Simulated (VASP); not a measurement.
# Te2Mo (P2_1/m) in VASP: settings compared

Aim: see how the results for Te2Mo move with the level of theory and the settings. Levels: revPBE+D3(BJ), BLYP+D4, RPBE+D3(BJ). Tasks: single point.

Everything below comes from runs of VASP 6.6.1. Logs are shortened: lines on timing, memory, paths and dates and some standing lists are left out, and cuts for length are marked.

### Step 1. The cell of the first run

Symmetry: P2_1/m, No. 11, monoclinic system. The conventional cell has a = 6.301 Å, b = 3.447 Å, c = 12.950 Å, α = 90.00°, β = 94.52°, γ = 90.00°. Te (site symmetry m) has 3 Mo at 2.77 to 2.78 Å and 10 Te at 3.43 to 3.72 Å within 3.8 Å. Te (site symmetry m) has 3 Mo at 2.69 to 2.70 Å and 9 Te at 3.45 to 3.65 Å within 3.7 Å. Te (site symmetry m) has 3 Mo at 2.77 to 2.78 Å and 10 Te at 3.43 to 3.65 Å within 3.7 Å. Within 3.8 Å of Te (site symmetry m) lie 3 Mo at 2.69 to 2.70 Å and 9 Te at 3.45 to 3.72 Å. Mo (site symmetry m) has 6 Te at 2.69 to 2.78 Å and 4 Mo at 2.88 to 3.45 Å within 3.5 Å. Within 3.6 Å of Mo (site symmetry m) lie 6 Te at 2.69 to 2.78 Å and 4 Mo at 2.87 to 3.45 Å.

### Step 2. Single point, revPBE+D3(BJ)

The input, INCAR:

```
PREC = Accurate
ENCUT = 520
EDIFF = 1E-7
ISMEAR = -1
SIGMA = 0.05
LREAL = F
LASPH = T
NELM = 80
ALGO = Normal
ISIF = 2
LWAVE = F
LCHARG = F
GGA = RE
IVDW = 12
NBANDS = 64
```

The input, KPOINTS:

```
regular mesh
0
Gamma
  4 8 2
```

The input, POSCAR:

```
Te2Mo
1.0
    6.3011254574      0.0000000000     -0.0185494660
    0.0000000000      3.4472850882      0.0000000000
   -0.9829964107      0.0000000000     12.9128178784
Te Mo
8 4
Direct
    0.9490380306      0.7500000000      0.6097408420
    0.0509619694      0.2500000000      0.3902591580
    0.9023896973      0.2500000000      0.8404310394
    0.0976103027      0.7500000000      0.1595689606
    0.4100577284      0.7500000000      0.8908362192
    0.5899422716      0.2500000000      0.1091637808
    0.4439043687      0.2500000000      0.6588104972
    0.5560956313      0.7500000000      0.3411895028
    0.8167506795      0.7500000000      0.9918091635
    0.1832493205      0.2500000000      0.0081908365
    0.6807612358      0.2500000000      0.4939804579
    0.3192387642      0.7500000000      0.5060195421
```

Potentials or basis: VASP PAW PBE potentials, release 64 (Te, Mo_sv).

The run is started by

```
$ cat potpaw_PBE.64/Te/POTCAR potpaw_PBE.64/Mo_sv/POTCAR > POTCAR
$ mpirun -np 1 vasp_std > vasp.out
```

OUTCAR:

```text
PREC = Accurate
   ENCUT = 520
   EDIFF = 1E-7
   ISMEAR = -1
   LREAL = F
   LASPH = T
   NELM = 80
   ISIF = 2
   GGA = RE
   IVDW = 12
 IVDW          = 12

 ion  position               nearest neighbor table
   1  0.949  0.750  0.610-  11 2.77  11 2.77  12 2.78   2 3.43   2 3.43   3 3.48   3 3.48   7 3.58
                             7 3.58
   2  0.051  0.250  0.390-  12 2.77  12 2.77  11 2.78   1 3.43   1 3.43   4 3.48   4 3.48   8 3.58
                             8 3.58
   3  0.902  0.250  0.840-  10 2.69   9 2.70   9 2.70   1 3.48   1 3.48   7 3.58   5 3.65   5 3.65
                             5 3.65   5 3.65
   4  0.098  0.750  0.160-   9 2.69  10 2.70  10 2.70   2 3.48   2 3.48   8 3.58   6 3.65   6 3.65
                             6 3.65   6 3.65
   5  0.410  0.750  0.891-  10 2.77  10 2.77   9 2.78   6 3.43   6 3.43   7 3.49   7 3.49   3 3.65
                             3 3.65   3 3.65   3 3.65
   6  0.590  0.250  0.109-   9 2.77   9 2.77  10 2.78   5 3.43   5 3.43   8 3.49   8 3.49   4 3.65
                             4 3.65   4 3.65   4 3.65
   7  0.444  0.250  0.659-  12 2.69  12 2.69  11 2.70   5 3.49   5 3.49   1 3.58   1 3.58   3 3.58

   8  0.556  0.750  0.341-  11 2.69  11 2.69  12 2.70   6 3.49   6 3.49   2 3.58   2 3.58   4 3.58

   9  0.817  0.750  0.992-   4 2.69   3 2.70   3 2.70   6 2.77   6 2.77   5 2.78  10 2.88  10 2.88

  10  0.183  0.250  0.008-   3 2.69   4 2.70   4 2.70   5 2.77   5 2.77   6 2.78   9 2.88   9 2.88

  11  0.681  0.250  0.494-   8 2.69   8 2.69   7 2.70   1 2.77   1 2.77   2 2.78  12 2.87  12 2.87

  12  0.319  0.750  0.506-   7 2.69   7 2.69   8 2.70   2 2.77   2 2.77   1 2.78  11 2.87  11 2.87

  LATTYP: Found a simple monoclinic cell.
 ALAT       =     6.3011527606
 B/A-ratio  =     0.5470880042
 C/A-ratio  =     2.0552079804
 COS(beta)  =    -0.0788410061

  Lattice vectors:

 A1 = (   6.3011254574,   0.0000000000,  -0.0185494660)
 A2 = (   0.0000000000,   3.4472850882,   0.0000000000)
 A3 = (  -0.9829964107,   0.0000000000,  12.9128178784)

Analysis of symmetry for initial positions (statically):
=====================================================================
 Subroutine PRICEL returns:
 Original cell was already a primitive cell.

 Routine SETGRP: Setting up the symmetry group for a
 simple monoclinic supercell.

 Subroutine GETGRP returns: Found  4 space group operations
 (whereof  2 operations were pure point group operations)
 out of a pool of  4 trial point group operations.

The static configuration has the point symmetry S_2 .
 The point group associated with its full space group is C_2h.

Analysis of symmetry for dynamics (positions and initial velocities):
=====================================================================
 Subroutine PRICEL returns:
 Original cell was already a primitive cell.

 Routine SETGRP: Setting up the symmetry group for a
 simple monoclinic supercell.

 Subroutine GETGRP returns: Found  4 space group operations
 (whereof  2 operations were pure point group operations)
 out of a pool of  4 trial point group operations.

The dynamic configuration has the point symmetry S_2 .
 The point group associated with its full space group is C_2h.

 Subroutine INISYM returns: Found  4 space group operations
 (whereof  2 operations are pure point group operations),
 and found     1 'primitive' translations

----------------------------------------------------------------------------------------

                                     Primitive cell

  volume of cell :     280.4265

  direct lattice vectors                    reciprocal lattice vectors
     6.301125457  0.000000000 -0.018549466     0.158737381  0.000000000  0.012083983
     0.000000000  3.447285088  0.000000000     0.000000000  0.290083348  0.000000000
    -0.982996411  0.000000000 12.912817878     0.000228029  0.000000000  0.077459789

  length of vectors
     6.301152761  3.447285088 12.950179439     0.159196667  0.290083348  0.077460125

  position of ions in fractional coordinates (direct lattice)
     0.949038031  0.750000000  0.609740842
     0.050961969  0.250000000  0.390259158
     0.902389697  0.250000000  0.840431039
     0.097610303  0.750000000  0.159568961
     0.410057728  0.750000000  0.890836219
     0.589942272  0.250000000  0.109163781
     0.443904369  0.250000000  0.658810497
     0.556095631  0.750000000  0.341189503
     0.816750679  0.750000000  0.991809164
     0.183249321  0.250000000  0.008190836
     0.680761236  0.250000000  0.493980458
     0.319238764  0.750000000  0.506019542

  ion indices of the primitive-cell ions
   primitive index   ion index
                 1           1
                 2           2
                 3           3
                 4           4
                 5           5
                 6           6
                 7           7
                 8           8
                 9           9
                10          10
                11          11
                12          12

----------------------------------------------------------------------------------------

 KPOINTS: regular mesh

Automatic generation of k-mesh.
 Grid dimensions read from file:
 generate k-points for:    4    8    2

 Generating k-lattice:

  Cartesian coordinates                     Fractional coordinates (reciprocal lattice)
     0.039684345  0.000000000  0.003020996     0.250000000  0.000000000  0.000000000
     0.000000000  0.036260419  0.000000000     0.000000000  0.125000000  0.000000000
     0.000114014  0.000000000  0.038729895     0.000000000  0.000000000  0.500000000

  Length of vectors
     0.039799167  0.036260419  0.038730062

  Shift w.r.t. Gamma in fractional coordinates (k-lattice)
     0.000000000  0.000000000  0.000000000

 Subroutine IBZKPT returns following result:
 ===========================================

 Found     30 irreducible k-points:

 Following reciprocal coordinates:
            Coordinates               Weight
  0.000000  0.000000  0.000000      1.000000
  0.250000  0.000000 -0.000000      2.000000
  0.500000  0.000000 -0.000000      1.000000
  0.000000  0.125000  0.000000      2.000000
  0.250000  0.125000 -0.000000      4.000000
  0.500000  0.125000 -0.000000      2.000000
[... 16 lines left out ...]
  0.250000  0.250000  0.500000      4.000000
  0.500000  0.250000  0.500000      2.000000
 [... further k-points ...]
   k-points           NKPTS =     30   k-points in BZ     NKDIM =     30   number of bands    NBANDS=     64
   number of dos      NEDOS =    301   number of ions     NIONS =     12
   total plane-waves  NPLWV = 129024
   dimension x,y,z NGX =    48 NGY =   28 NGZ =   96
   dimension x,y,z NGXF=    96 NGYF=   56 NGZF=  192
   ions per type =               8   4
   NGX,Y,Z   is equivalent  to a cutoff of  12.66, 13.50, 12.32 a.u.
   NGXF,Y,Z  is equivalent  to a cutoff of  25.33, 27.01, 24.65 a.u.
 SYSTEM =  unknown system
   PREC   = accura    normal or accurate (medium, high low for compatibility)
   ISTART =      0    job   : 0-new  1-cont  2-samecut
   ICHARG =      2    charge: 1-file 2-atom 10-const
   ISPIN  =      1    spin polarized calculation?
   LNONCOLLINEAR =      F non collinear calculations
   LSORBIT =      F    spin-orbit coupling
   LASPH  =      T    aspherical Exc in radial PAW
   ENCUT  =  520.0 eV  38.22 Ry    6.18 a.u.  11.72  6.41 24.08*2*pi/ulx,y,z
   NELM   =     80;   NELMIN=  2; NELMDL= -5     # of ELM steps
   EDIFF  = 0.1E-06   stopping-criterion for ELM
   LREAL  =      F    real-space projection
   EDIFFG = 0.1E-05   stopping-criterion for IOM
   NSW    =      0    number of steps for IOM
   IBRION =     -1    ionic relax: 0-MD 1-quasi-New 2-CG
   NFREE  =      0    steps in history (QN), initial steepest desc. (CG)
   ISIF   =      2    stress and relaxation
   ISYM   =      2    0-nonsym 1-usesym 2-fastsym
   POTIM  = 0.5000    time-step for ionic-motion
   TEBEG  =    0.0;   TEEND  =   0.0 temperature during run
   PSTRESS=    0.0 pullay stress
   NELECT =     104.0000    total number of electrons
   NUPDOWN=      -1.0000    fix difference up-down
   EMIN   =  10.00;   EMAX   =-10.00  energy-range for DOS
   EFERMI =   0.00;   METHOD = LEGACY
   ISMEAR =    -1;   SIGMA  =   0.05  broadening in eV -4-tet -1-fermi 0-gaus
   EFERMI_NEDOS =   21; number of points for ismear=-14 and -15
   IALGO  =     38    algorithm
   IMIX   =      4    mixing-type and parameters
     AMIX     =   0.40;   BMIX     =  1.00
     AMIX_MAG =   1.60;   BMIX_MAG =  1.00
  volume/ion in A,a.u.               =      23.37       157.70
  Fermi-wavevector in a.u.,A,eV,Ry     =   1.176196  2.222688 18.822795  1.383436
  Thomas-Fermi vector in A             =   2.312564
   LORBIT       =      0    0 simple, 1 ext, 2 COOP (PROOUT), +10 PAW based schemes
   GGA     = RE    functional components
   LHFCALC =     F    Hartree Fock is set to
   AEXX    =    0.0000 exact exchange contribution
   IVDW    =    12    specifies the selected vdW correction
   LEPSILON=     F    determine dielectric tensor
   LRPA    =     F    only Hartree local field effects (RPA)
 non-spin polarized calculation
  energy-cutoff  :      520.00
  volume of cell :      280.43
 maximum number of plane-waves:      7597
 NGX is ok and might be reduce to    48
   NGX = 23   NGY = 13   NGZ = 49

 number of electron     103.9999996 magnetization

 Free energy of the ion-electron system (eV)
  ---------------------------------------------------
  ext. energy  EPLUGINS =         0.00000000
  ---------------------------------------------------
  free energy    TOTEN  =       -66.63354725 eV

  energy without entropy =      -66.59813777  energy(sigma->0) =      -66.61584251

 E-fermi :   9.5091     XC(G=0): -10.7803

 val. band max:        9.4825348784   @ k =   0.2500   0.0000  -0.0000
 cond. band min:       9.5220296555   @ k =  -0.0000   0.2500   0.5000
 fundamental gap:      0.0394947770
 Fermi energy:         9.5091324836

 k-point     1 :       0.0000    0.0000    0.0000
  band No.  band energies     occupation
      1     -51.6336      2.00000
      2     -51.6063      2.00000
      3     -51.5694      2.00000
      4     -51.5435      2.00000
      5     -25.9157      2.00000
      6     -25.8890      2.00000
[... 56 lines left out ...]
     63      12.3406      0.00000
     64      12.3727      0.00000

 k-point     2 :       0.2500    0.0000   -0.0000
  band No.  band energies     occupation
      1     -51.6334      2.00000
      2     -51.6061      2.00000
      3     -51.5696      2.00000
      4     -51.5437      2.00000
      5     -25.9108      2.00000
      6     -25.8841      2.00000
[... 56 lines left out ...]
     63      12.1830      0.00000
     64      12.4181      0.00000

 k-point     3 :       0.5000    0.0000   -0.0000
  band No.  band energies     occupation
      1     -51.6332      2.00000
      2     -51.6060      2.00000
      3     -51.5697      2.00000
      4     -51.5439      2.00000
      5     -25.9057      2.00000
      6     -25.8789      2.00000
[... 1396 lines left out ...]
     63      12.0242      0.00000
     64      12.1822      0.00000

 k-point    24 :       0.5000    0.2500    0.5000
  band No.  band energies     occupation
      1     -51.6207      2.00000
      2     -51.5936      2.00000
      3     -51.5758      2.00000
      4     -51.5497      2.00000
      5     -25.9170      2.00000
      6     -25.8955      2.00000
[... 56 lines left out ...]
     63      11.6505      0.00000
     64      11.9966      0.00000

 [... further k-points ...]

------------------------ aborting loop because EDIFF is reached ----------------------------------------

 Edisp (eV)  -12.95947

 E8    (eV) :    -9.2931

  FORCE on cell =-STRESS in cart. coord.  units (eV):
  Direction    XX          YY          ZZ          XY          YZ          ZX
  --------------------------------------------------------------------------------------
  -------------------------------------------------------------------------------------
  Total      -0.04060    -0.10467    -0.13487     0.00000     0.00000     0.01104
  in kB      -0.23194    -0.59800    -0.77054     0.00000     0.00000     0.06306
  external pressure =       -0.53 kB  Pullay stress =        0.00 kB

 VOLUME and BASIS-vectors are now :
 -----------------------------------------------------------------------------
  energy-cutoff  :      520.00
  volume of cell :      280.43
      direct lattice vectors                 reciprocal lattice vectors
     6.301125457  0.000000000 -0.018549466     0.158737381  0.000000000  0.012083983
     0.000000000  3.447285088  0.000000000     0.000000000  0.290083348  0.000000000
    -0.982996411  0.000000000 12.912817878     0.000228029  0.000000000  0.077459789

 POSITION                                       TOTAL-FORCE (eV/Angst)
 -----------------------------------------------------------------------------------
      5.38063      2.58546      7.85587         0.000328     -0.000000      0.007038
     -0.06251      0.86182      5.03840        -0.000328     -0.000000     -0.007038
      4.85993      0.86182     10.83559         0.001183      0.000000     -0.005825
      0.45820      2.58546      2.05867        -0.001183     -0.000000      0.005825
      1.70814      2.58546     11.49560         0.000580     -0.000000     -0.008032
      3.60999      0.86182      1.39867        -0.000580      0.000000      0.008032
      2.14949      0.86182      8.49887         0.000562      0.000000      0.004883
      3.16864      2.58546      4.39540        -0.000562     -0.000000     -0.004883
      4.17150      2.58546     12.79190        -0.013646     -0.000000      0.000566
      1.14663      0.86182      0.10237         0.013646     -0.000000     -0.000566
      3.80398      0.86182      6.36605         0.015264     -0.000000      0.000281
      1.51415      2.58546      6.52822        -0.015264      0.000000     -0.000281
 -----------------------------------------------------------------------------------
    total drift:                                0.000000      0.000000     -0.000000

  FREE ENERGIE OF THE ION-ELECTRON SYSTEM (eV)
  ---------------------------------------------------
  free  energy   TOTEN  =       -79.5930207660 eV

  energy  without entropy=      -79.5576112860  energy(sigma->0) =      -79.57531603
```

Wall time 16 min (1 thread of Intel Xeon Platinum 8259CL at 2.50GHz (Skylake/Cascade Lake), shared host); peak memory 0.61 GiB.

Results:

```yaml
Free_energy: -79.5930 eV
Pressure: -0.1 GPa
Largest_force: 0.015 eV/Å
Band_gap_on_the_k_mesh: zero (bands 52 and 53 overlap by 0.54 eV)
Dispersion_energy_per_atom: -1.080 eV
```

Forces on the atoms (eV/Å):
```
Te   0.000  0.000  0.007
Te   0.000  0.000 -0.007
Te   0.001  0.000 -0.006
Te  -0.001  0.000  0.006
Te   0.001  0.000 -0.008
Te  -0.001  0.000  0.008
Te   0.001  0.000  0.005
Te  -0.001  0.000 -0.005
Mo  -0.014  0.000  0.001
Mo   0.014  0.000 -0.001
Mo   0.015  0.000  0.000
Mo  -0.015  0.000  0.000
```

Caveat: the PAW data sets were made with another functional, which shifts forces and pressure a little; spin-orbit coupling is left out, which moves the levels of the heavy elements.

### Step 3. Single point, BLYP+D4

This run uses another cell than the first one, of 25.21 Å³/atom.

The input, INCAR:

```
PREC     = Accurate       # precision mode
ENCUT    = 520            # plane-wave cutoff, eV
EDIFF    = 1E-7           # SCF threshold, eV
ISMEAR   = -1             # smearing method
SIGMA    = 0.05           # smearing width, eV
LREAL    = F              # projectors in reciprocal space
LASPH    = T              # aspherical terms in the spheres
NELM     = 80             # most SCF steps
ALGO     = Normal         # electronic algorithm
ISIF     = 2              # what is computed and relaxed
LWAVE    = F              # write WAVECAR
LCHARG   = F              # write CHGCAR
GGA      = B5             # functional
ALDAX    = 1.0          
AGGAX    = 1.0          
AGGAC    = 1.0          
ALDAC    = 0.0          
IVDW     = 13             # dispersion correction
VDW_S6   = 1.0          
VDW_S8   = 2.34076671   
VDW_A1   = 0.44488865   
VDW_A2   = 4.0933009    
NBANDS   = 64             # bands
```

KPOINTS is that of step 2.

The input, POSCAR:

```
Te2Mo
1.0
    6.3746450648      0.0000000000      0.0266958624
    0.0000000000      3.5513280593      0.0000000000
   -0.8951563785      0.0000000000     13.3593966825
Te Mo
8 4
Direct
    0.9415728014      0.7500000000      0.6077066573
    0.0584271986      0.2500000000      0.3922933427
    0.9030258454      0.2500000000      0.8458200413
    0.0969741546      0.7500000000      0.1541799587
    0.4111886081      0.7500000000      0.8926866772
    0.5888113919      0.2500000000      0.1073133228
    0.4372968663      0.2500000000      0.6537053897
    0.5627031337      0.7500000000      0.3462946103
    0.8177621620      0.7500000000      0.9921954064
    0.1822378380      0.2500000000      0.0078045936
    0.6800436639      0.2500000000      0.4934538300
    0.3199563361      0.7500000000      0.5065461700
```

Potentials or basis: VASP PAW PBE potentials, release 64 (Te, Mo_sv).

The run is started by

```
$ cat potpaw_PBE.64/Te/POTCAR potpaw_PBE.64/Mo_sv/POTCAR > POTCAR
$ mpirun -np 1 vasp_std > vasp.out
```

Wall time 13 min (1 thread of Intel Xeon Platinum 8259CL at 2.50GHz (Skylake/Cascade Lake), shared host); peak memory 0.62 GiB.

Results (log left out):

| Property | Result |
| --- | --- |
| Free energy | -72.7934 eV |
| Pressure | 0.3 GPa |
| Largest force | 0.053 eV/Å |
| Band gap on the k mesh | zero (bands 52 and 53 overlap by 0.47 eV) |
| Dispersion energy per atom | -1.055 eV |

Forces in eV/Å, atoms in the order of the input:
```
Te   0.000  0.000  0.028
Te   0.000  0.000 -0.028
Te   0.004  0.000 -0.053
Te  -0.004  0.000  0.053
Te   0.001  0.000 -0.027
Te  -0.001  0.000  0.027
Te   0.000  0.000  0.052
Te   0.000  0.000 -0.052
Mo  -0.017  0.000  0.010
Mo   0.017  0.000 -0.010
Mo   0.012  0.000  0.016
Mo  -0.012  0.000 -0.016
```

Stress tensor (GPa, compression positive):
```
0.39 0.00 0.01
0.00 0.29 0.00
0.01 0.00 0.32
```

Levels at points of the mesh, in eV from the Fermi level:
```tsv
k point	band 50	band 51	band 52	band 53	band 54	band 55
(0.00, 0.00, 0.00)	-0.35	-0.11	0.34	0.41	0.55	0.69
(0.50, 0.00, 0.00)	-1.01	-0.51	-0.46	-0.02	0.02	0.52
(0.00, 0.50, 0.00)	-1.56	-1.36	-1.36	0.86	0.86	0.95
(0.50, 0.50, 0.00)	-1.08	-1.00	-1.00	0.79	0.79	0.84
(0.00, 0.00, 0.50)	-0.28	0.09	0.16	0.43	0.52	0.61
(0.50, 0.00, 0.50)	-1.03	-0.57	-0.31	0.05	0.07	0.46
(0.00, 0.50, 0.50)	-1.55	-1.45	-1.45	0.85	0.85	0.93
(0.50, 0.50, 0.50)	-1.08	-0.99	-0.99	0.80	0.80	0.81
```

Caveat: the PAW data sets were made with another functional, which shifts forces and pressure a little; spin-orbit coupling is left out, which moves the levels of the heavy elements.

[end of part 1 of 2]
